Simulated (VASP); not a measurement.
# Cu in VASP: notebook

The runs below take Cu through single point, relaxation of cell and atoms, with PBE.

All numbers are computed with VASP 6.6.1; they aren't measurements. Logs are shortened: lines on timing, memory, paths and dates and some standing lists are left out, and cuts for length are marked.

### Step 1. The cell of the first run

The typed cell holds 1 atom: a = 2.566 Å, b = 2.566 Å, c = 2.566 Å, α = 120.00°, β = 120.00°, γ = 90.01°.

### Step 2. Single point, PBE

Contents of INCAR:

```
SYSTEM = Cu
PREC = Accurate ; ENCUT = 520
EDIFF = 1E-6 ; ISMEAR = 0
SIGMA = 0.1 ; LREAL = .FALSE.
LASPH = .TRUE. ; NELM = 60
ALGO = Fast ; ISIF = 2
LWAVE = .FALSE. ; LCHARG = .TRUE.
GGA = PE ; LELF = .TRUE.
LVHAR = .TRUE. ; NBANDS = 12
```

Contents of KPOINTS:

```
regular mesh
0
G
  22 22 22
  0 0 0
```

Contents of POSCAR:

```
Cu
1.0
   -1.2833016679      1.2832782545      1.8146122256
    1.2833016679     -1.2832782545      1.8146122256
    1.2833016679      1.2832782545     -1.8146122256
Cu
1
Direct
    0.5000000000      0.5000000000      0.0000000000
```

Potentials or basis: VASP PAW PBE potentials, release 64 (Cu).

Launch:

```bash
cat potpaw_PBE.64/Cu/POTCAR > POTCAR
mpirun -np 1 vasp_std > vasp.out
```

OUTCAR:

```text
SYSTEM = Cu
   PREC = Accurate
   ENCUT = 520
   EDIFF = 1E-6
   ISMEAR = 0
   LREAL = .FALSE.
   LASPH = .TRUE.
   NELM = 60
   ISIF = 2
   GGA = PE

 ion  position               nearest neighbor table
   1  0.500  0.500  0.000-

  LATTYP: Found a body centered orthorhombic cell.
 ALAT       =     2.5665565090
 B/A-ratio  =     1.0000182450
 C/A-ratio  =     1.4140442412

  Lattice vectors:

 A1 = (   1.2833016679,  -1.2832782545,  -1.8146122256)
 A2 = (  -1.2833016679,   1.2832782545,  -1.8146122256)
 A3 = (   1.2833016679,   1.2832782545,   1.8146122256)

Analysis of symmetry for initial positions (statically):
=====================================================================
 Subroutine PRICEL returns:
 Original cell was already a primitive cell.

 Routine SETGRP: Setting up the symmetry group for a
 body centered orthorhombic supercell.

 Subroutine GETGRP returns: Found  8 space group operations
 (whereof  8 operations were pure point group operations)
 out of a pool of  8 trial point group operations.

The static configuration has the point symmetry D_2h.

Analysis of symmetry for dynamics (positions and initial velocities):
=====================================================================
 Subroutine PRICEL returns:
 Original cell was already a primitive cell.

 Routine SETGRP: Setting up the symmetry group for a
 body centered orthorhombic supercell.

 Subroutine GETGRP returns: Found  8 space group operations
 (whereof  8 operations were pure point group operations)
 out of a pool of  8 trial point group operations.

The dynamic configuration has the point symmetry D_2h.

 Subroutine INISYM returns: Found  8 space group operations
 (whereof  8 operations are pure point group operations),
 and found     1 'primitive' translations

----------------------------------------------------------------------------------------

                                     Primitive cell

  volume of cell :      11.9535

  direct lattice vectors                    reciprocal lattice vectors
    -1.283301668  1.283278255  1.814612226     0.000000000  0.389627112  0.275540963
     1.283301668 -1.283278255  1.814612226     0.389620003  0.000000000  0.275540963
     1.283301668  1.283278255 -1.814612226     0.389620003  0.389627112  0.000000000

  length of vectors
     2.566414577  2.566414577  2.566414577     0.477212855  0.477207051  0.551010919

  position of ions in fractional coordinates (direct lattice)
     0.500000000  0.500000000  0.000000000

  ion indices of the primitive-cell ions
   primitive index   ion index
                 1           1

----------------------------------------------------------------------------------------

 KPOINTS: regular mesh

Automatic generation of k-mesh.
 Grid dimensions read from file:
 generate k-points for:   22   22   22

 Generating k-lattice:

  Cartesian coordinates                     Fractional coordinates (reciprocal lattice)
     0.000000000  0.017710323  0.012524589     0.045454545 -0.000000000  0.000000000
     0.017710000  0.000000000  0.012524589    -0.000000000  0.045454545  0.000000000
     0.017710000  0.017710323  0.000000000     0.000000000  0.000000000  0.045454545

  Length of vectors
     0.021691493  0.021691230  0.025045951

  Shift w.r.t. Gamma in fractional coordinates (k-lattice)
     0.000000000  0.000000000  0.000000000

 Subroutine IBZKPT returns following result:
 ===========================================

 Found   1530 irreducible k-points:

 Following reciprocal coordinates:
            Coordinates               Weight
  0.000000  0.000000  0.000000      1.000000
  0.045455  0.000000  0.000000      4.000000
  0.090909  0.000000  0.000000      4.000000
  0.136364  0.000000 -0.000000      4.000000
  0.181818 -0.000000  0.000000      4.000000
  0.227273  0.000000  0.000000      4.000000
[... 16 lines left out ...]
  0.454545  0.045455  0.000000      8.000000
  0.500000  0.045455 -0.000000      8.000000
 [... further k-points ...]
   k-points           NKPTS =   1530   k-points in BZ     NKDIM =   1530   number of bands    NBANDS=     12
   number of dos      NEDOS =    301   number of ions     NIONS =      1
   total plane-waves  NPLWV =   8000
   dimension x,y,z NGX =    20 NGY =   20 NGZ =   20
   dimension x,y,z NGXF=    40 NGYF=   40 NGZF=   40
   ions per type =               1
   NGX,Y,Z   is equivalent  to a cutoff of  12.96, 12.96, 12.96 a.u.
   NGXF,Y,Z  is equivalent  to a cutoff of  25.91, 25.91, 25.91 a.u.
 SYSTEM =  Cu
   PREC   = accura    normal or accurate (medium, high low for compatibility)
   ISTART =      0    job   : 0-new  1-cont  2-samecut
   ICHARG =      2    charge: 1-file 2-atom 10-const
   ISPIN  =      1    spin polarized calculation?
   LNONCOLLINEAR =      F non collinear calculations
   LSORBIT =      F    spin-orbit coupling
   LASPH  =      T    aspherical Exc in radial PAW
   ENCUT  =  520.0 eV  38.22 Ry    6.18 a.u.   4.77  4.77  4.77*2*pi/ulx,y,z
   NELM   =     60;   NELMIN=  2; NELMDL= -5     # of ELM steps
   EDIFF  = 0.1E-05   stopping-criterion for ELM
   LREAL  =      F    real-space projection
   EDIFFG = 0.1E-04   stopping-criterion for IOM
   NSW    =      0    number of steps for IOM
   IBRION =     -1    ionic relax: 0-MD 1-quasi-New 2-CG
   NFREE  =      0    steps in history (QN), initial steepest desc. (CG)
   ISIF   =      2    stress and relaxation
   ISYM   =      2    0-nonsym 1-usesym 2-fastsym
   POTIM  = 0.5000    time-step for ionic-motion
   TEBEG  =    0.0;   TEEND  =   0.0 temperature during run
   PSTRESS=    0.0 pullay stress
   NELECT =      11.0000    total number of electrons
   NUPDOWN=      -1.0000    fix difference up-down
   EMIN   =  10.00;   EMAX   =-10.00  energy-range for DOS
   EFERMI =   0.00;   METHOD = LEGACY
   ISMEAR =     0;   SIGMA  =   0.10  broadening in eV -4-tet -1-fermi 0-gaus
   EFERMI_NEDOS =   21; number of points for ismear=-14 and -15
   IALGO  =     68    algorithm
   IMIX   =      4    mixing-type and parameters
     AMIX     =   0.40;   BMIX     =  1.00
     AMIX_MAG =   1.60;   BMIX_MAG =  1.00
  volume/ion in A,a.u.               =      11.95        80.67
  Fermi-wavevector in a.u.,A,eV,Ry     =   1.592360  3.009124 34.499073  2.535610
  Thomas-Fermi vector in A             =   2.690757
   LORBIT       =      0    0 simple, 1 ext, 2 COOP (PROOUT), +10 PAW based schemes
   GGA     = PE    functional components
   LHFCALC =     F    Hartree Fock is set to
   AEXX    =    0.0000 exact exchange contribution
   IVDW    =     0    specifies the selected vdW correction
   LEPSILON=     F    determine dielectric tensor
   LRPA    =     F    only Hartree local field effects (RPA)
 non-spin polarized calculation
 RMM-DIIS sequential band-by-band and
 Gauss-broadening in eV      SIGMA  =   0.10
  energy-cutoff  :      520.00
  volume of cell :       11.95
 maximum number of plane-waves:       332
   NGX =  9   NGY =  9   NGZ =  9

 number of electron      10.9999997 magnetization

 Free energy of the ion-electron system (eV)
  ---------------------------------------------------
  ext. energy  EPLUGINS =         0.00000000
  ---------------------------------------------------
  free energy    TOTEN  =        -3.72963592 eV

  energy without entropy =       -3.72840053  energy(sigma->0) =       -3.72901823

 E-fermi :   7.4289     XC(G=0): -12.6561

 val. band max:        7.4137219522   @ k =  -0.4091  -0.4091   0.3636
 cond. band min:       7.4971218282   @ k =  -0.1818   0.4545   0.0455
 fundamental gap:      0.0833998759
 Fermi energy:         7.4288850734

 k-point     1 :       0.0000    0.0000    0.0000
  band No.  band energies     occupation
      1      -1.8227      2.00000
      2       4.4469      2.00000
      3       4.4470      2.00000
      4       4.4476      2.00000
      5       5.2536      2.00000
      6       5.2542      2.00000
      7      29.9348      0.00000
      8      32.4852      0.00000
      9      32.4861      0.00000
     10      32.4861      0.00000
     11      34.9683      0.00000
     12      34.9687      0.00000

 k-point     2 :       0.0455    0.0000    0.0000
  band No.  band energies     occupation
      1      -1.7480      2.00000
      2       4.4314      2.00000
      3       4.4612      2.00000
      4       4.4616      2.00000
      5       5.2479      2.00000
      6       5.2485      2.00000
      7      29.5358      0.00000
      8      31.3926      0.00000
      9      32.2264      0.00000
     10      32.2273      0.00000
     11      35.3348      0.00000
     12      35.3350      0.00000

 k-point     3 :       0.0909    0.0000    0.0000
  band No.  band energies     occupation
      1      -1.5253      2.00000
      2       4.3869      2.00000
      3       4.5001      2.00000
      4       4.5006      2.00000
      5       5.2343      2.00000
      6       5.2348      2.00000
      7      27.8255      0.00000
      8      30.7070      0.00000
      9      31.7004      0.00000
     10      31.7016      0.00000
     11      36.1649      0.00000
     12      36.1651      0.00000

 k-point     4 :       0.1364    0.0000   -0.0000
  band No.  band energies     occupation
      1      -1.1601      2.00000
      2       4.3227      2.00000
      3       4.5516      2.00000
      4       4.5521      2.00000
      5       5.2241      2.00000
      6       5.2246      2.00000
      7      25.5270      0.00000
      8      30.4838      0.00000
      9      31.1525      0.00000
     10      31.1538      0.00000
     11      36.8546      0.00000
     12      37.0870      0.00000

 k-point     5 :       0.1818   -0.0000    0.0000
  band No.  band energies     occupation
      1      -0.6627      2.00000
      2       4.2543      2.00000
      3       4.5946      2.00000
      4       4.5952      2.00000
      5       5.2368      2.00000
      6       5.2372      2.00000
      7      23.1810      0.00000
      8      30.2632      0.00000
      9      30.6608      0.00000
     10      30.6625      0.00000
     11      36.8050      0.00000
     12      37.2301      0.00000
[... 228 lines left out ...]
      1       2.0653      2.00000
      2       4.4636      2.00000
      3       4.4964      2.00000
      4       4.7918      2.00000
      5       5.6033      2.00000
      6       5.8683      2.00000
      7      14.1613      0.00000
      8      27.3062      0.00000
      9      29.3616      0.00000
     10      30.2172      0.00000
     11      32.6631      0.00000
     12      34.2570      0.00000

 k-point    22 :       0.4091    0.0455   -0.0000
  band No.  band energies     occupation
      1       2.3382      2.00000
      2       4.4219      2.00000
      3       4.4599      2.00000
      4       5.2722      2.00000
      5       5.7107      2.00000
      6       6.1789      2.00000
      7      12.5532      0.00000
      8      27.3786      0.00000
      9      29.0381      0.00000
     10      29.6301      0.00000
     11      32.5909      0.00000
     12      33.8290      0.00000

 k-point    23 :       0.4545    0.0455    0.0000
  band No.  band energies     occupation
      1       2.4506      2.00000
      2       4.3959      2.00000
      3       4.4403      2.00000
      4       5.5103      2.00000
      5       5.7834      2.00000
      6       6.6645      2.00000
      7      11.4150      0.00000
      8      27.5538      0.00000
      9      28.8519      0.00000
     10      29.1025      0.00000
     11      32.7374      0.00000
     12      33.4864      0.00000

 k-point    24 :       0.5000    0.0455   -0.0000
  band No.  band energies     occupation
      1       2.4645      2.00000
      2       4.3895      2.00000
      3       4.4399      2.00000
      4       5.5225      2.00000
      5       5.8133      2.00000
      6       6.7719      2.00000
      7      11.2192      0.00000
      8      27.7960      0.00000
      9      28.6860      0.00000
     10      28.8490      0.00000
     11      33.0582      0.00000
     12      33.2576      0.00000

 [... further k-points ...]
[... 5 lines left out ...]
  --------------------------------------------------------------------------------------
  -------------------------------------------------------------------------------------
  Total        0.0405638      0.0408092      0.0411881     -0.0000000      0.0000000      0.0000000
  in kB        5.4369500      5.4698505      5.5206386     -0.0000000      0.0000000      0.0000000
  external PRESSURE =       5.4758130 kB  Pullay stress =       0.0000000 kB

 VOLUME and BASIS-vectors are now :
 -----------------------------------------------------------------------------
  energy-cutoff  :      520.00
  volume of cell :       11.95
      direct lattice vectors                 reciprocal lattice vectors
    -1.283301668  1.283278255  1.814612226     0.000000000  0.389627112  0.275540963
     1.283301668 -1.283278255  1.814612226     0.389620003  0.000000000  0.275540963
     1.283301668  1.283278255 -1.814612226     0.389620003  0.389627112  0.000000000

 POSITION                                       TOTAL-FORCE (eV/Angst)
 -----------------------------------------------------------------------------------
      0.00000      0.00000      1.81461        -0.000000     -0.000000      0.000000
 -----------------------------------------------------------------------------------
    total drift:                               -0.000000     -0.000000      0.000000

  FREE ENERGIE OF THE ION-ELECTRON SYSTEM (eV)
  ---------------------------------------------------
  free  energy   TOTEN  =        -3.7296359222 eV

  energy  without entropy=       -3.7284005309  energy(sigma->0) =       -3.72901823
```

Run time: 3 min. Hardware: 1 thread of AMD EPYC 7R13 (Zen 3), shared host; peak memory 0.27 GiB.

Results:

| Property | Result |
| --- | --- |
| Free energy | -3.7296 eV |
| Pressure | 0.5 GPa |

Levels at points of the mesh, in eV from the Fermi level:
```csv
k point,band 2,band 3,band 4,band 5,band 6,band 7,band 8,band 9,band 10,band 11
"(0.00, 0.00, 0.00)",-2.98,-2.98,-2.98,-2.18,-2.17,22.51,25.06,25.06,25.06,27.54
"(0.50, 0.00, 0.00)",-3.01,-3.01,-1.62,-1.62,-0.96,3.71,21.00,21.89,21.89,24.91
"(0.00, 0.50, 0.00)",-3.01,-3.01,-1.62,-1.62,-0.96,3.70,21.00,21.89,21.89,24.91
"(0.50, 0.50, 0.00)",-4.35,-1.64,-1.48,-1.48,1.51,7.04,13.00,13.00,17.46,20.07
"(0.50, 0.50, 0.50)",-4.35,-1.64,-1.48,-1.48,1.52,7.04,12.99,13.00,17.46,20.07
```

### Step 3. Relaxation of cell and atoms, PBE

This run uses another cell than the first one, of 12.03 Å³/atom, 1.006 times its volume.

Contents of INCAR:

```
SYSTEM = Cu
ALGO = Fast
EDIFF = 1E-6
EDIFFG = -0.01
ENCUT = 600
GGA = PE
IBRION = 2
ISIF = 3
ISMEAR = 0
LASPH = .True.
LCHARG = .False.
LREAL = .False.
LWAVE = .False.
NELM = 100
NSW = 80
PREC = Accurate
SIGMA = 0.1
```

Contents of KPOINTS:

```
k-points
0
Gamma
  22 22 22
  0 0 0
```

Contents of POSCAR:

```
Cu
1.0
   -1.2860904191      1.2858109112      1.8181309637
    1.2860904191     -1.2858109112      1.8181309637
    1.2860904191      1.2858109112     -1.8181309637
Cu
1
Direct
    0.5000000000      0.5000000000      0.0000000000
```

Potentials or basis: VASP PAW PBE potentials, release 64 (Cu).

Launch:

```bash
cat potpaw_PBE.64/Cu/POTCAR > POTCAR
mpirun -np 1 vasp_std > vasp.out
```

Run time: 3.7 min. Hardware: 1 thread of AMD EPYC 7R13 (Zen 3), shared host; peak memory 0.3 GiB.

It converged, with:

* Free energy: -3.7298 eV
* Pressure after relaxing: 0.0 GPa

Final structure:
```
CELL_PARAMETERS angstrom
-1.28609 1.28581 1.81813
1.28609 -1.28581 1.81813
1.28609 1.28581 -1.81813
ATOMIC_POSITIONS crystal
Cu 0.50000 0.50000 0.00000
```

Levels at points of the mesh, in eV from the Fermi level:
```tsv
k point	band 3	band 4	band 5	band 6	band 7	band 8	band 9
(0.00, 0.00, 0.00)	-2.96	-2.96	-2.16	-2.16	22.46	24.96	24.97
(0.50, 0.00, 0.00)	-2.99	-1.61	-1.61	-0.94	3.68	20.96	21.81
(0.00, 0.50, 0.00)	-2.99	-1.61	-1.61	-0.94	3.67	20.96	21.80
(0.50, 0.50, 0.00)	-1.63	-1.47	-1.47	1.52	6.99	12.95	12.95
(0.50, 0.50, 0.50)	-1.63	-1.47	-1.47	1.52	7.00	12.94	12.95
```

Caveat: the relaxation stopped at its first step, so nothing moved.
